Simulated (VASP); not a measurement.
Crystal: SiPbI2.

```
Si Pb I
1.0
     2.14172    1.23652    7.92683
    -2.14172    1.23652    7.92683
     0.00000   -2.47304    7.92683
Si Pb I
1 1 2
Direct
  0.00000 0.00000 0.00000
  0.50000 0.50000 0.50000
  0.76704 0.76704 0.76704
  0.23296 0.23296 0.23296
```

The cell was generated, and may not be a known phase.

- Program: VASP 6.6.1
- Task: relaxation of cell and atoms
- Functional: PBE
- Potentials or basis: VASP PAW PBE potentials, release 64 (Si, Pb_d, I)
- Cutoff: 600 eV
- k mesh: 6 × 6 × 6
- Occupations: gaussian, width 0.1 eV
- Spin: no spin polarisation

At the start: pressure 10.7 GPa; volume 31.49 Å³/atom.

How do energy, volume and symmetry change on relaxing?

Over 18 steps the energy falls by 582.4 meV/atom and the volume is 32.57 Å³/atom (+3.4 %); space group R-3m (No. 166, to 0.1 Å) before and after.

Step by step:
```csv
step,energy change (eV),largest force (eV/Å),pressure (GPa),volume (Å³)
1,0.0000,2.7286,10.67,125.95
2,-1.1632,0.3256,-1.57,168.18
3,-1.1931,0.5759,-0.52,160.30
4,-1.2596,0.5609,-0.56,158.17
5,-1.4633,0.5270,-0.74,151.61
6,-1.8466,0.5493,-1.02,137.86
7,-1.2707,0.2175,5.79,108.76
8,-1.9847,0.5979,-0.86,131.28
9,-1.9998,0.6027,-0.15,126.15
10,-2.0658,0.5645,0.43,123.33
11,-2.1231,0.2676,2.64,117.10
12,-2.2233,0.0814,2.09,119.76
13,-2.2926,0.2038,1.67,124.07
14,-2.2932,0.2487,1.65,124.66
15,-2.3253,0.0502,0.22,129.27
16,-2.3260,0.0164,-0.03,130.16
17,-2.3281,0.0228,-0.04,130.21
18,-2.3296,0.0351,-0.04,130.30
```

Final structure:
```cif
data_structure
_symmetry_space_group_name_H-M 'P 1'
_symmetry_Int_Tables_number 1
_cell_length_a 9.8408
_cell_length_b 9.8408
_cell_length_c 9.8408
_cell_angle_alpha 23.244
_cell_angle_beta 23.244
_cell_angle_gamma 23.244
_cell_volume 130.30
loop_
_atom_site_label
_atom_site_type_symbol
_atom_site_fract_x
_atom_site_fract_y
_atom_site_fract_z
_atom_site_occupancy
Si1 Si 0.00000 0.00000 0.00000 1
Pb1 Pb 0.50000 0.50000 0.50000 1
I1 I 0.73307 0.73307 0.73307 1
I2 I 0.26693 0.26693 0.26693 1
```

Caveat: a cell axis changed by over 15 % at a fixed basis, so the end point is rough.
